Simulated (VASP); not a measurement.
## CaF2: relaxation of cell and atoms with LDA

CaF2:

```
Ca F
1.0
     0.00000    2.66309    2.66309
     2.66309    0.00000    2.66309
     2.66309    2.66309    0.00000
Ca F
1 2
Direct
  0.00000 0.00000 0.00000
  0.25000 0.25000 0.25000
  0.75000 0.75000 0.75000
```

```json
{
 "Program": "VASP 6.6.1",
 "Task": "relaxation of cell and atoms",
 "Functional": "LDA",
 "Potentials or basis": "VASP PAW LDA potentials, release 64 (Ca_sv, F)",
 "Cutoff": "600 eV",
 "k mesh": "6 × 6 × 6",
 "Occupations": "gaussian, width 0.01 eV",
 "Spin": "no spin polarisation",
 "Target pressure": "15 GPa",
 "Dipole correction": "no",
 "Further INCAR settings": "ALGO = Normal; EDIFF = 1e-07; IBRION = 2; EDIFFG = -0.002; NSW = 100; ISIF = 3"
}
```

* Relaxed volume: 11.29 Å³/atom
* Relaxed cell: a = 3.632 Å, b = 3.632 Å, c = 3.632 Å, α = 60.00°, β = 60.00°, γ = 60.00°
* Space group after relaxing (to 0.1 Å): Fm-3m (No. 225)
* Energy change on relaxing (the run minimises the enthalpy): +57.1 meV/atom
* Ionic steps: 6
* Pressure after relaxing: 15.0 GPa
* Band gap on the k mesh: 8.06 eV (least direct gap 8.32 eV)

Step by step:
| step | energy change (eV) | largest force (eV/Å) | pressure (GPa) | volume (Å³) |
| --- | --- | --- | --- | --- |
| 1 | 0.0000 | 0.0000 | 0.48 | 37.77 |
| 2 | 0.4258 | 0.0000 | 26.51 | 31.87 |
| 3 | 0.1701 | 0.0000 | 14.94 | 33.88 |
| 4 | 0.1772 | 0.0000 | 15.32 | 33.80 |
| 5 | 0.1677 | 0.0000 | 14.81 | 33.91 |
| 6 | 0.1712 | 0.0000 | 14.99 | 33.87 |

Final structure:
```
CELL_PARAMETERS angstrom
0.00000 2.56793 2.56793
2.56793 0.00000 2.56793
2.56793 2.56793 0.00000
ATOMIC_POSITIONS crystal
Ca 0.00000 0.00000 0.00000
F 0.25000 0.25000 0.25000
F 0.75000 0.75000 0.75000
```

Levels at points of the mesh, in eV from the valence-band top:
| k point | band 9 | band 10 | band 11 | band 12 | band 13 | band 14 | band 15 | band 16 |
| --- | --- | --- | --- | --- | --- | --- | --- | --- |
| (0.00, 0.00, 0.00) | -2.84 | -0.29 | -0.29 | -0.29 | 8.06 | 9.68 | 9.68 | 12.72 |
| (0.50, 0.00, 0.00) | -1.55 | -1.50 | -0.96 | -0.96 | 10.02 | 10.02 | 10.90 | 11.20 |
| (0.50, 0.50, 0.00) | -1.90 | -0.51 | -0.51 | 0.00 | 8.32 | 10.53 | 10.99 | 12.09 |

Run time: 56 s on 1 thread of Intel Xeon 8259CL, on a shared host, peak memory 0.16 GiB.

Caveat: the cell is relaxed towards a set pressure, so the run minimises the enthalpy, not the energy. A k mesh can miss the band edges.
